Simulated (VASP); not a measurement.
Crystal: C.

```
CELL_PARAMETERS angstrom
0.00000 1.78012 1.78012
1.78012 0.00000 1.78012
1.78012 1.78012 0.00000
ATOMIC_POSITIONS crystal
C 0.00000 0.00000 0.00000
C 0.25000 0.25000 0.25000
```

Base run:

* Program: VASP 6.6.1
* Functional: r2SCAN
* Potentials or basis: VASP PAW PBE potentials, release 64 (C_h)
* Cutoff: 910 eV
* k mesh: 12 × 12 × 12
* Occupations: gaussian, width 0.01 eV
* Spin: no spin polarisation

Its results: band gap on the k mesh 4.39 eV, indirect (least direct gap 5.89 eV); pressure -0.8 GPa.

**Question.** The run is repeated on the same cell with these changes: potentials or basis from VASP PAW PBE potentials, release 64 (C_h) to VASP PAW PBE potentials, release 64 (C); cutoff from 910 eV to 520 eV. What comes out?

**Answer.** Band gap on the k mesh 4.36 eV, indirect (least direct gap 5.85 eV); pressure 1.1 GPa.

Caveats: the PAW data sets were made with another functional, which shifts forces and pressure a little; the cutoff is under 1.25 times the usual one of these potentials, so pressure, stress and relaxed cells hold a basis-set (Pulay) error (some runs).

A k mesh can miss the band edges.
